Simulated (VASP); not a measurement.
# Co (P6/mmm) in VASP: single point with r2SCAN

Aim: the single point of Co with r2SCAN.

Program: VASP 6.6.1. These are calculated values, not measurements. Logs are shortened: lines on timing, memory, paths and dates and some standing lists are left out, and cuts for length are marked.

## 1. The cell of the first run

Symmetry: P6/mmm, No. 191, hexagonal system. Conventional cell: a = 2.433 Å, b = 2.433 Å, c = 2.319 Å, α = 90.00°, β = 90.00°, γ = 120.00°. Within 3.1 Å of Co (site symmetry 6/mmm) lie 8 Co at 2.32 to 2.43 Å.

This isn't the form of Co at room conditions, which is hcp.

## 2. Single point, r2SCAN, collinear spin, ferromagnetic start

Input file POSCAR:

```
Co
1.0
    2.4326662837      0.0000000000      0.0000000000
   -1.2163331419      2.1067508006      0.0000000000
    0.0000000000      0.0000000000      2.3188918663
Co
1
Direct
    0.0000000000      0.0000000000      0.0000000000
```

Input file INCAR.step1:

```
SYSTEM = Co
PREC     = Accurate       ! precision mode
ENCUT    = 520            ! plane-wave cutoff, eV
ISMEAR   = 0              ! smearing method
SIGMA    = 0.1            ! smearing width, eV
LREAL    = .False.        ! projectors in reciprocal space
LASPH    = .True.         ! aspherical terms in the spheres
NELM     = 150            ! most SCF steps
ISPIN    = 2              ! spin polarisation
MAGMOM   = 2.23           ! initial moments
LMAXMIX  = 4              ! l up to which the mixer works
NBANDS   = 14             ! bands
GGA      = PE             ! functional
ALGO     = Normal         ! electronic algorithm
EDIFF    = 1E-4           ! SCF threshold, eV
LWAVE    = .True.         ! write WAVECAR
LCHARG   = .False.        ! write CHGCAR
```

Input file INCAR.step2:

```
SYSTEM = Co
PREC     = Accurate       ! precision mode
ENCUT    = 520            ! plane-wave cutoff, eV
EDIFF    = 1E-6           ! SCF threshold, eV
ISMEAR   = 0              ! smearing method
SIGMA    = 0.1            ! smearing width, eV
LREAL    = .False.        ! projectors in reciprocal space
LASPH    = .True.         ! aspherical terms in the spheres
NELM     = 150            ! most SCF steps
ALGO     = Normal         ! electronic algorithm
ISIF     = 2              ! what is computed and relaxed
LWAVE    = .False.        ! write WAVECAR
LCHARG   = .False.        ! write CHGCAR
ISPIN    = 2              ! spin polarisation
MAGMOM   = 2.23           ! initial moments
LORBIT   = 11             ! projections on sites
LMAXMIX  = 4              ! l up to which the mixer works
METAGGA  = R2SCAN         ! meta-GGA
LMIXTAU  = .True.       
NBANDS   = 14             ! bands
ISTART   = 1
```

Input file KPOINTS:

```
Automatic mesh
0
Gamma
  27 27 24
  0 0 0
```

Potentials or basis: VASP PAW PBE potentials, release 64 (Co).

Command:

```bash
> cat potpaw_PBE.64/Co/POTCAR > POTCAR
> cp INCAR.step1 INCAR
> mpirun -np 1 vasp_std > vasp.out
> cp INCAR.step2 INCAR
> mpirun -np 1 vasp_std > vasp.out
```

OUTCAR:

```text
SYSTEM = Co
   PREC = Accurate
   ENCUT = 520
   EDIFF = 1E-6
   ISMEAR = 0
   LREAL = .False.
   LASPH = .True.
   NELM = 150
   ISIF = 2
   ISPIN = 2
   LORBIT = 11
   METAGGA = R2SCAN
   ISTART = 1

 ion  position               nearest neighbor table
   1  0.000  0.000  0.000-

  LATTYP: Found a hexagonal cell.
 ALAT       =     2.4326662837
 C/A-ratio  =     0.9532305692

  Lattice vectors:

 A1 = (   2.4326662837,   0.0000000000,   0.0000000000)
 A2 = (  -1.2163331419,   2.1067508006,   0.0000000000)
 A3 = (   0.0000000000,   0.0000000000,   2.3188918663)

Analysis of symmetry for initial positions (statically):
=====================================================================
 Subroutine PRICEL returns:
 Original cell was already a primitive cell.

 Routine SETGRP: Setting up the symmetry group for a
 hexagonal supercell.

 Subroutine GETGRP returns: Found 24 space group operations
 (whereof 24 operations were pure point group operations)
 out of a pool of 24 trial point group operations.

The static configuration has the point symmetry D_6h.

Analysis of symmetry for dynamics (positions and initial velocities):
=====================================================================
 Subroutine PRICEL returns:
 Original cell was already a primitive cell.

 Routine SETGRP: Setting up the symmetry group for a
 hexagonal supercell.

 Subroutine GETGRP returns: Found 24 space group operations
 (whereof 24 operations were pure point group operations)
 out of a pool of 24 trial point group operations.

The dynamic configuration has the point symmetry D_6h.

Analysis of structural, dynamic, and magnetic symmetry:
=====================================================================
 Subroutine PRICEL returns:
 Original cell was already a primitive cell.

 Routine SETGRP: Setting up the symmetry group for a
 hexagonal supercell.

 Subroutine GETGRP returns: Found 24 space group operations
 (whereof 24 operations were pure point group operations)
 out of a pool of 24 trial point group operations.

The overall configuration has the point symmetry D_6h.

 Subroutine INISYM returns: Found 24 space group operations
 (whereof 24 operations are pure point group operations),
 and found     1 'primitive' translations

----------------------------------------------------------------------------------------

                                     Primitive cell

  volume of cell :      11.8844

  direct lattice vectors                    reciprocal lattice vectors
     2.432666284  0.000000000  0.000000000     0.411071591  0.237332294  0.000000000
    -1.216333142  2.106750801  0.000000000     0.000000000  0.474664588  0.000000000
     0.000000000  0.000000000  2.318891866     0.000000000  0.000000000  0.431240462

  length of vectors
     2.432666284  2.432666284  2.318891866     0.474664588  0.474664588  0.431240462

  position of ions in fractional coordinates (direct lattice)
     0.000000000  0.000000000  0.000000000

  ion indices of the primitive-cell ions
   primitive index   ion index
                 1           1

----------------------------------------------------------------------------------------

 KPOINTS: Automatic mesh

Automatic generation of k-mesh.
 Grid dimensions read from file:
 generate k-points for:   27   27   24

 Generating k-lattice:

  Cartesian coordinates                     Fractional coordinates (reciprocal lattice)
     0.015224874  0.008790085  0.000000000     0.037037037  0.000000000  0.000000000
     0.000000000  0.017580170  0.000000000     0.000000000  0.037037037  0.000000000
     0.000000000  0.000000000  0.017968353     0.000000000  0.000000000  0.041666667

  Length of vectors
     0.017580170  0.017580170  0.017968353

  Shift w.r.t. Gamma in fractional coordinates (k-lattice)
     0.000000000  0.000000000  0.000000000

 Subroutine IBZKPT returns following result:
 ===========================================

 Found    975 irreducible k-points:

 Following reciprocal coordinates:
            Coordinates               Weight
  0.000000  0.000000  0.000000      1.000000
  0.037037  0.000000  0.000000      6.000000
  0.074074  0.000000  0.000000      6.000000
  0.111111  0.000000  0.000000      6.000000
  0.148148  0.000000  0.000000      6.000000
  0.185185  0.000000  0.000000      6.000000
[... 16 lines left out ...]
  0.333333  0.037037  0.000000     12.000000
  0.370370  0.037037  0.000000     12.000000
 [... further k-points ...]
   k-points           NKPTS =    975   k-points in BZ     NKDIM =    975   number of bands    NBANDS=     14
   number of dos      NEDOS =    301   number of ions     NIONS =      1
   total plane-waves  NPLWV =   5832
   dimension x,y,z NGX =    18 NGY =   18 NGZ =   18
   dimension x,y,z NGXF=    36 NGYF=   36 NGZF=   36
   ions per type =               1
   NGX,Y,Z   is equivalent  to a cutoff of  12.30, 12.30, 12.90 a.u.
   NGXF,Y,Z  is equivalent  to a cutoff of  24.60, 24.60, 25.81 a.u.
 SYSTEM =  Co
   PREC   = accura    normal or accurate (medium, high low for compatibility)
   ISTART =      1    job   : 0-new  1-cont  2-samecut
   ICHARG =      0    charge: 1-file 2-atom 10-const
   ISPIN  =      2    spin polarized calculation?
   LNONCOLLINEAR =      F non collinear calculations
   LSORBIT =      F    spin-orbit coupling
   LASPH  =      T    aspherical Exc in radial PAW
   ENCUT  =  520.0 eV  38.22 Ry    6.18 a.u.   4.52  4.52  4.31*2*pi/ulx,y,z
   NELM   =    150;   NELMIN=  2; NELMDL=  0     # of ELM steps
   EDIFF  = 0.1E-05   stopping-criterion for ELM
   LREAL  =      F    real-space projection
   EDIFFG = 0.1E-04   stopping-criterion for IOM
   NSW    =      0    number of steps for IOM
   IBRION =     -1    ionic relax: 0-MD 1-quasi-New 2-CG
   NFREE  =      0    steps in history (QN), initial steepest desc. (CG)
   ISIF   =      2    stress and relaxation
   ISYM   =      2    0-nonsym 1-usesym 2-fastsym
   POTIM  = 0.5000    time-step for ionic-motion
   TEBEG  =    0.0;   TEEND  =   0.0 temperature during run
   PSTRESS=    0.0 pullay stress
   NELECT =       9.0000    total number of electrons
   NUPDOWN=      -1.0000    fix difference up-down
   EMIN   =  10.00;   EMAX   =-10.00  energy-range for DOS
   EFERMI =   0.00;   METHOD = LEGACY
   ISMEAR =     0;   SIGMA  =   0.10  broadening in eV -4-tet -1-fermi 0-gaus
   EFERMI_NEDOS =   21; number of points for ismear=-14 and -15
   IALGO  =     38    algorithm
   IMIX   =      4    mixing-type and parameters
     AMIX     =   0.40;   BMIX     =  1.00
     AMIX_MAG =   1.60;   BMIX_MAG =  1.00
  volume/ion in A,a.u.               =      11.88        80.20
  Fermi-wavevector in a.u.,A,eV,Ry     =   1.492211  2.819870 30.296011  2.226694
  Thomas-Fermi vector in A             =   2.604768
   LORBIT       =     11    0 simple, 1 ext, 2 COOP (PROOUT), +10 PAW based schemes
   METAGGA = R2SCAN    functional components
   LHFCALC =     F    Hartree Fock is set to
   AEXX    =    0.0000 exact exchange contribution
   IVDW    =     0    specifies the selected vdW correction
   LEPSILON=     F    determine dielectric tensor
   LRPA    =     F    only Hartree local field effects (RPA)
 spin polarized calculation
 Gauss-broadening in eV      SIGMA  =   0.10
  energy-cutoff  :      520.00
  volume of cell :       11.88
 maximum number of plane-waves:       332
 NGX is ok and might be reduce to    18
   NGX =  9   NGY =  9   NGZ =  9

 number of electron       9.0000001 magnetization       1.9523471

 Free energy of the ion-electron system (eV)
  ---------------------------------------------------
  ext. energy  EPLUGINS =         0.00000000
  ---------------------------------------------------
  free energy    TOTEN  =       -12.75085647 eV

  energy without entropy =      -12.74418706  energy(sigma->0) =      -12.74752176

 E-fermi :   9.5914     XC(G=0): -13.9746

 val. band max:        9.5895234686   @ k =   0.1481   0.1111   0.4167
 cond. band min:       9.5918466819   @ k =   0.1852   0.1111   0.0833
 fundamental gap:      0.0023232133
 Fermi energy:         9.5913578077

 spin component 1

 k-point     1 :       0.0000    0.0000    0.0000
  band No.  band energies     occupation
      1       0.2308      1.00000
      2       4.2441      1.00000
      3       6.0021      1.00000
      4       6.0022      1.00000
      5       7.2459      1.00000
      6       7.2459      1.00000
      7      28.8225      0.00000
      8      32.5186      0.00000
      9      33.7848      0.00000
     10      35.8327      0.00000
     11      35.8328      0.00000
     12      37.9583      0.00000
     13      37.9584      0.00000
     14      40.6685      0.00000
[... 375 lines left out ...]
 k-point    24 :       0.3704    0.0370    0.0000
  band No.  band energies     occupation
      1       3.6888      1.00000
      2       4.7068      1.00000
      3       6.2755      1.00000
      4       6.9660      1.00000
      5       7.0404      1.00000
      6       7.9933      1.00000
      7      16.8582      0.00000
      8      26.3331      0.00000
      9      32.4946      0.00000
     10      35.4418      0.00000
     11      35.5890      0.00000
     12      40.9276      0.00000
     13      43.2989      0.00000
     14      46.1879      0.00000

 [... further k-points ...]

 spin component 2

 k-point     1 :       0.0000    0.0000    0.0000
  band No.  band energies     occupation
      1      -0.0188      1.00000
      2       5.5725      1.00000
      3       8.3298      1.00000
      4       8.3298      1.00000
      5      11.2525      0.00000
      6      11.2525      0.00000
      7      29.9519      0.00000
      8      32.4502      0.00000
      9      34.1132      0.00000
     10      37.4196      0.00000
     11      37.4196      0.00000
     12      38.6392      0.00000
     13      38.6393      0.00000
     14      45.0980      0.00000
[... 375 lines left out ...]
 k-point    24 :       0.3704    0.0370    0.0000
  band No.  band energies     occupation
      1       4.4975      1.00000
      2       6.1960      1.00000
      3       7.6678      1.00000
      4      10.0342      0.00000
      5      10.4827      0.00000
      6      11.0052      0.00000
      7      17.9004      0.00000
      8      27.1139      0.00000
      9      33.2111      0.00000
     10      35.4740      0.00000
     11      36.9761      0.00000
     12      44.6732      0.00000
     13      46.0028      0.00000
     14      49.3314      0.00000

 [... further k-points ...]

------------------------ aborting loop because EDIFF is reached ----------------------------------------

  FORCE on cell =-STRESS in cart. coord.  units (eV):
  Direction    XX          YY          ZZ          XY          YZ          ZX
  --------------------------------------------------------------------------------------
  -------------------------------------------------------------------------------------
  Total       -0.0099901     -0.0099901     -0.0454887      0.0000000      0.0000000      0.0000000
  in kB       -1.3468027     -1.3468027     -6.1325055      0.0000000      0.0000000      0.0000000
  external PRESSURE =      -2.9420370 kB  Pullay stress =       0.0000000 kB

 VOLUME and BASIS-vectors are now :
 -----------------------------------------------------------------------------
  energy-cutoff  :      520.00
  volume of cell :       11.88
      direct lattice vectors                 reciprocal lattice vectors
     2.432666284  0.000000000  0.000000000     0.411071591  0.237332294  0.000000000
    -1.216333142  2.106750801  0.000000000     0.000000000  0.474664588  0.000000000
     0.000000000  0.000000000  2.318891866     0.000000000  0.000000000  0.431240462

 POSITION                                       TOTAL-FORCE (eV/Angst)
 -----------------------------------------------------------------------------------
      0.00000      0.00000      0.00000         0.000000      0.000000      0.000000
 -----------------------------------------------------------------------------------
    total drift:                                0.000000      0.000000      0.000000

  FREE ENERGIE OF THE ION-ELECTRON SYSTEM (eV)
  ---------------------------------------------------
  free  energy   TOTEN  =       -12.7508564690 eV

  energy  without entropy=      -12.7441870567  energy(sigma->0) =      -12.74752176

 total charge

# of ion       s       p       d       tot
------------------------------------------
    1        0.512   0.502   7.216   8.229

 magnetization (x)

# of ion       s       p       d       tot
------------------------------------------
    1        0.015  -0.024   2.006   1.997
```

Run time: 22 min. Hardware: 1 thread of Intel Xeon 8259CL, shared host; peak memory 0.33 GiB.

What came out:

| Quantity | Value |
| --- | --- |
| Free energy | -12.7509 eV |
| Pressure | -0.3 GPa |
| Net moment | 1.95 μB per cell |
| Site moments | Co +2.00 μB |
| Valence electrons inside the program's atomic spheres | Co 8.23 |

Levels at points of the mesh, in eV from the Fermi level:
Spin up:
| k point | band 3 | band 4 | band 5 | band 6 | band 7 | band 8 |
| --- | --- | --- | --- | --- | --- | --- |
| (0.00, 0.00, 0.00) | -3.59 | -3.59 | -2.35 | -2.35 | 19.23 | 22.93 |
| (0.00, 0.00, 0.50) | -3.38 | -3.30 | -3.30 | -2.18 | 3.12 | 27.80 |
Spin down:
| k point | band 1 | band 2 | band 3 | band 4 | band 5 | band 6 | band 7 |
| --- | --- | --- | --- | --- | --- | --- | --- |
| (0.00, 0.00, 0.00) | -9.61 | -4.02 | -1.26 | -1.26 | 1.66 | 1.66 | 20.36 |
| (0.00, 0.00, 0.50) | -4.78 | -2.49 | -0.90 | -0.90 | 0.41 | 0.41 | 4.50 |

Caveat: the PAW data sets were made with another functional, which shifts forces and pressure a little.
